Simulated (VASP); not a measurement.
# Sn4CO5 in VASP: a series of runs

The runs below take Sn4CO5 through single point, with PBE+D3(BJ).

All numbers are computed with VASP 6.6.1; they aren't measurements. Logs are shortened: lines on timing, memory, paths and dates and some standing lists are left out, and cuts for length are marked.

### 1 The cell of the first run

The cell holds a slab with vacuum, 10 atoms: a = 3.836 Å, b = 6.114 Å, c = 23.572 Å, α = 90.00°, β = 90.00°, γ = 90.00°.

### 2 Single point, PBE+D3(BJ)

INCAR

```
SYSTEM = Sn4CO5
ALGO = Normal ; DIPOL = 0.5 0.5 0.314
EDIFF = 1E-6 ; ENCUT = 520
GGA = PE ; IDIPOL = 3
ISIF = 2 ; ISMEAR = 0
IVDW = 12 ; LASPH = .TRUE.
LCHARG = .FALSE. ; LDIPOL = .TRUE.
LREAL = .FALSE. ; LWAVE = .FALSE.
NBANDS = 56 ; NELM = 100
PREC = Accurate ; SIGMA = 0.1
```

KPOINTS

```
k-points
0
G
  7 5 1
  0 0 0
```

POSCAR

```
Sn4CO5
1.0
    3.8363720907      0.0000000000      0.0000000000
    0.0000000000      6.1139356269      0.0000000000
    0.0000000000      0.0000000000     23.5716647277
O Sn C
5 4 1
Direct
    0.0000000000      0.3937311019      0.1696952696
    0.5000000000      0.5905966528      0.2330578881
    0.0000000000      0.7891442682      0.2961091540
    0.5000000000      0.9914786557      0.3572791665
    1.0000000000      0.9914786557      0.4887930004
    0.5000000000      0.2462583270      0.2005207373
    0.0000000000      0.7380694276      0.2022324204
    0.5000000000      0.6484830792      0.3298598435
    0.0000000000      0.1189669824      0.3265941608
    1.0000000000      0.9914786557      0.5375803904
```

Potentials or basis: VASP PAW PBE potentials, release 64 (O, Sn_d, C).

Run with:

```sh
$ cat potpaw_PBE.64/O/POTCAR potpaw_PBE.64/Sn_d/POTCAR potpaw_PBE.64/C/POTCAR > POTCAR
$ mpirun -np 1 vasp_std > vasp.out
```

OUTCAR:

```text
SYSTEM = Sn4CO5
   EDIFF = 1E-6
   ENCUT = 520
   GGA = PE
   ISIF = 2
   ISMEAR = 0
   IVDW = 12
   LASPH = .TRUE.
   LREAL = .FALSE.
   NELM = 100
   PREC = Accurate
 IVDW          = 12

 ion  position               nearest neighbor table
   1  0.000  0.394  0.170-   7 2.24   6 2.24   6 2.24
   2  0.500  0.591  0.233-   7 2.24   7 2.24   6 2.24   8 2.31
   3  0.000  0.789  0.296-   9 2.14   7 2.23   8 2.25   8 2.25
   4  0.500  0.991  0.357-   9 2.19   9 2.19   8 2.19
   5  0.000  0.991  0.489-  10 1.15
   6  0.500  0.246  0.201-   1 2.24   1 2.24   2 2.24   7 3.57   7 3.57   9 3.62   9 3.62   7 3.65
                             7 3.65
   7  0.000  0.738  0.202-   3 2.23   1 2.24   2 2.24   2 2.24   6 3.57   6 3.57   8 3.61   8 3.61
                             6 3.65   6 3.65   9 3.74
   8  0.500  0.648  0.330-   4 2.19   3 2.25   3 2.25   2 2.31   9 3.46   9 3.46   7 3.61   7 3.61

   9  0.000  0.119  0.327-   3 2.14   4 2.19   4 2.19   8 3.46   8 3.46   6 3.62   6 3.62   7 3.74

  10  0.000  0.991  0.538-   5 1.15

  LATTYP: Found a simple orthorhombic cell.
 ALAT       =     3.8363720907
 B/A-ratio  =     1.5936763907
 C/A-ratio  =     6.1442592560

  Lattice vectors:

 A1 = (   3.8363720907,   0.0000000000,   0.0000000000)
 A2 = (   0.0000000000,   6.1139356269,   0.0000000000)
 A3 = (   0.0000000000,   0.0000000000,  23.5716647277)

Analysis of symmetry for initial positions (statically):
=====================================================================
 Subroutine PRICEL returns:
 Original cell was already a primitive cell.

 Routine SETGRP: Setting up the symmetry group for a
 simple orthorhombic supercell.

 Subroutine GETGRP returns: Found  2 space group operations
 (whereof  2 operations were pure point group operations)
 out of a pool of  8 trial point group operations.

The static configuration has the point symmetry C_1h.

Analysis of symmetry for dynamics (positions and initial velocities):
=====================================================================
 Subroutine PRICEL returns:
 Original cell was already a primitive cell.

 Routine SETGRP: Setting up the symmetry group for a
 simple orthorhombic supercell.

 Subroutine GETGRP returns: Found  2 space group operations
 (whereof  2 operations were pure point group operations)
 out of a pool of  8 trial point group operations.

The dynamic configuration has the point symmetry C_1h.

 Subroutine INISYM returns: Found  2 space group operations
 (whereof  2 operations are pure point group operations),
 and found     1 'primitive' translations

----------------------------------------------------------------------------------------

                                     Primitive cell

  volume of cell :     552.8812

  direct lattice vectors                    reciprocal lattice vectors
     3.836372091  0.000000000  0.000000000     0.260662933  0.000000000  0.000000000
     0.000000000  6.113935627  0.000000000     0.000000000  0.163560767  0.000000000
     0.000000000  0.000000000 23.571664728     0.000000000  0.000000000  0.042423817

  length of vectors
     3.836372091  6.113935627 23.571664728     0.260662933  0.163560767  0.042423817

  position of ions in fractional coordinates (direct lattice)
     0.000000000  0.393731102  0.169695270
     0.500000000  0.590596653  0.233057888
     0.000000000  0.789144268  0.296109154
     0.500000000  0.991478656  0.357279166
     0.000000000  0.991478656  0.488793000
     0.500000000  0.246258327  0.200520737
     0.000000000  0.738069428  0.202232420
     0.500000000  0.648483079  0.329859844
     0.000000000  0.118966982  0.326594161
     0.000000000  0.991478656  0.537580390

  ion indices of the primitive-cell ions
   primitive index   ion index
                 1           1
                 2           2
                 3           3
                 4           4
                 5           5
                 6           6
                 7           7
                 8           8
                 9           9
                10          10

----------------------------------------------------------------------------------------

 KPOINTS: k-points

Automatic generation of k-mesh.
 Grid dimensions read from file:
 generate k-points for:    7    5    1

 Generating k-lattice:

  Cartesian coordinates                     Fractional coordinates (reciprocal lattice)
     0.037237562  0.000000000  0.000000000     0.142857143  0.000000000  0.000000000
     0.000000000  0.032712153  0.000000000     0.000000000  0.200000000  0.000000000
     0.000000000  0.000000000  0.042423817     0.000000000  0.000000000  1.000000000

  Length of vectors
     0.037237562  0.032712153  0.042423817

  Shift w.r.t. Gamma in fractional coordinates (k-lattice)
     0.000000000  0.000000000  0.000000000

 Subroutine IBZKPT returns following result:
 ===========================================

 Found     12 irreducible k-points:

 Following reciprocal coordinates:
            Coordinates               Weight
  0.000000  0.000000  0.000000      1.000000
  0.142857  0.000000  0.000000      2.000000
  0.285714  0.000000  0.000000      2.000000
  0.428571  0.000000  0.000000      2.000000
  0.000000  0.200000  0.000000      2.000000
  0.142857  0.200000  0.000000      4.000000
  0.285714  0.200000  0.000000      4.000000
  0.428571  0.200000  0.000000      4.000000
  0.000000  0.400000  0.000000      2.000000
  0.142857  0.400000  0.000000      4.000000
  0.285714  0.400000  0.000000      4.000000
  0.428571  0.400000  0.000000      4.000000
   k-points           NKPTS =     12   k-points in BZ     NKDIM =     12   number of bands    NBANDS=     56
   number of dos      NEDOS =    301   number of ions     NIONS =     10
   total plane-waves  NPLWV = 259200
   dimension x,y,z NGX =    30 NGY =   48 NGZ =  180
   dimension x,y,z NGXF=    60 NGYF=   96 NGZF=  360
   ions per type =               5   4   1
   NGX,Y,Z   is equivalent  to a cutoff of  13.00, 13.05, 12.70 a.u.
   NGXF,Y,Z  is equivalent  to a cutoff of  26.00, 26.10, 25.39 a.u.
 SYSTEM =  Sn4CO5
   PREC   = accura    normal or accurate (medium, high low for compatibility)
   ISTART =      0    job   : 0-new  1-cont  2-samecut
   ICHARG =      2    charge: 1-file 2-atom 10-const
   ISPIN  =      1    spin polarized calculation?
   LNONCOLLINEAR =      F non collinear calculations
   LSORBIT =      F    spin-orbit coupling
   LASPH  =      T    aspherical Exc in radial PAW
   ENCUT  =  520.0 eV  38.22 Ry    6.18 a.u.   7.13 11.37 43.83*2*pi/ulx,y,z
   NELM   =    100;   NELMIN=  2; NELMDL= -5     # of ELM steps
   EDIFF  = 0.1E-05   stopping-criterion for ELM
   LREAL  =      F    real-space projection
   EDIFFG = 0.1E-04   stopping-criterion for IOM
   NSW    =      0    number of steps for IOM
   IBRION =     -1    ionic relax: 0-MD 1-quasi-New 2-CG
   NFREE  =      0    steps in history (QN), initial steepest desc. (CG)
   ISIF   =      2    stress and relaxation
   ISYM   =      2    0-nonsym 1-usesym 2-fastsym
   POTIM  = 0.5000    time-step for ionic-motion
   TEBEG  =    0.0;   TEEND  =   0.0 temperature during run
   PSTRESS=    0.0 pullay stress
   NELECT =      90.0000    total number of electrons
   NUPDOWN=      -1.0000    fix difference up-down
   EMIN   =  10.00;   EMAX   =-10.00  energy-range for DOS
   EFERMI =   0.00;   METHOD = LEGACY
   ISMEAR =     0;   SIGMA  =   0.10  broadening in eV -4-tet -1-fermi 0-gaus
   EFERMI_NEDOS =   21; number of points for ismear=-14 and -15
   IALGO  =     38    algorithm
   IMIX   =      4    mixing-type and parameters
     AMIX     =   0.40;   BMIX     =  1.00
     AMIX_MAG =   1.60;   BMIX_MAG =  1.00
  volume/ion in A,a.u.               =      55.29       373.10
  Fermi-wavevector in a.u.,A,eV,Ry     =   0.893878  1.689185 10.871305  0.799018
  Thomas-Fermi vector in A             =   2.016012
   LORBIT       =      0    0 simple, 1 ext, 2 COOP (PROOUT), +10 PAW based schemes
   GGA     = PE    functional components
   LHFCALC =     F    Hartree Fock is set to
   AEXX    =    0.0000 exact exchange contribution
   IVDW    =    12    specifies the selected vdW correction
   LEPSILON=     F    determine dielectric tensor
   LRPA    =     F    only Hartree local field effects (RPA)
 non-spin polarized calculation
 Gauss-broadening in eV      SIGMA  =   0.10
  energy-cutoff  :      520.00
  volume of cell :      552.88
 maximum number of plane-waves:     14927
 NGX is ok and might be reduce to    30
   NGX = 15   NGY = 23   NGZ = 87

 dipolmoment           0.000000      0.000000      0.000043 electrons x Angstroem

 number of electron      90.0000017 magnetization

 dipolmoment           0.000000      0.000000     -0.007029 electrons x Angstroem

 Free energy of the ion-electron system (eV)
  ---------------------------------------------------
  ext. energy  EPLUGINS =         0.00000000
  ---------------------------------------------------
  free energy    TOTEN  =       -59.06795066 eV

  energy without entropy =      -59.06795066  energy(sigma->0) =      -59.06795066

 E-fermi :  -0.9449     XC(G=0):  -3.8358

 val. band max:       -1.4073511392   @ k =   0.0000   0.0000   0.0000
 cond. band min:      -0.4983405633   @ k =   0.0000   0.2000   0.0000
 fundamental gap:      0.9090105758
 Fermi energy:        -0.9449430459

 k-point     1 :       0.0000    0.0000    0.0000
  band No.  band energies     occupation
      1     -26.2596      2.00000
      2     -23.0907      2.00000
      3     -22.9619      2.00000
      4     -22.9335      2.00000
      5     -22.8878      2.00000
      6     -22.8235      2.00000
[... 697 lines left out ...]
     55       3.7110      0.00000
     56       4.3012      0.00000

------------------------ aborting loop because EDIFF is reached ----------------------------------------

 vacuum level on the upper side and lower side of the slab       (xc-potential included)        -0.173        -0.122

 Edisp (eV)   -1.29238

 E8    (eV) :    -0.5700

  FORCE on cell =-STRESS in cart. coord.  units (eV):
  Direction    XX          YY          ZZ          XY          YZ          ZX
  --------------------------------------------------------------------------------------
  -------------------------------------------------------------------------------------
  Total      -4.59416    -1.56881    -0.98131     0.00000     0.02824     0.00000
  in kB     -13.31327    -4.54621    -2.84371     0.00000     0.08182     0.00000
  external pressure =       -6.90 kB  Pullay stress =        0.00 kB

 VOLUME and BASIS-vectors are now :
 -----------------------------------------------------------------------------
  energy-cutoff  :      520.00
  volume of cell :      552.88
      direct lattice vectors                 reciprocal lattice vectors
     3.836372091  0.000000000  0.000000000     0.260662933  0.000000000  0.000000000
     0.000000000  6.113935627  0.000000000     0.000000000  0.163560767  0.000000000
     0.000000000  0.000000000 23.571664728     0.000000000  0.000000000  0.042423817

 POSITION                                       TOTAL-FORCE (eV/Angst)
 -----------------------------------------------------------------------------------
      0.00000      2.40725      4.00000         0.000000     -0.330341      0.308145
      1.91819      3.61087      5.49356         0.000000     -0.245808      0.384970
      0.00000      4.82478      6.97979         0.000000     -0.018663      0.000944
      1.91819      6.06184      8.42166         0.000000     -0.005207      0.006299
      0.00000      6.06184     11.52166         0.000000      0.001719      0.719667
      1.91819      1.50561      4.72661         0.000000      1.258137     -0.110207
      0.00000      4.51251      4.76695         0.000000     -0.679460     -0.632127
      1.91819      3.96478      7.77535         0.000000     -0.052815      0.057708
      0.00000      0.72736      7.69837         0.000000      0.073875      0.016634
      0.00000      6.06184     12.67166         0.000000     -0.001437     -0.752031
 -----------------------------------------------------------------------------------
    total drift:                                0.000000      0.000522     -0.000687

  FREE ENERGIE OF THE ION-ELECTRON SYSTEM (eV)
  ---------------------------------------------------
  free  energy   TOTEN  =       -60.3603275480 eV

  energy  without entropy=      -60.3603275480  energy(sigma->0) =      -60.36032755

 vacuum level on the upper side and lower side of the slab         3.123         3.175
```

Wall time 14 min (1 thread of Oxide Virtual Turin-like, shared host); peak memory 0.71 GiB.

Results:

| Quantity | Value |
| --- | --- |
| Free energy | -60.3603 eV |
| Largest force | 1.263 eV/Å |
| Band gap on the k mesh | 0.91 eV (least direct gap 0.96 eV) |
| Dispersion energy per atom | -0.129 eV |

Forces in eV/Å, atoms in the order of the input:
```
O    0.000 -0.330  0.308
O    0.000 -0.246  0.385
O    0.000 -0.019  0.001
O    0.000 -0.005  0.006
O    0.000  0.002  0.720
Sn   0.000  1.258 -0.110
Sn   0.000 -0.679 -0.632
Sn   0.000 -0.053  0.058
Sn   0.000  0.074  0.017
C    0.000 -0.001 -0.752
```

Caveat: spin-orbit coupling is left out, which moves the levels of the heavy elements.

[end of part 1 of 2]
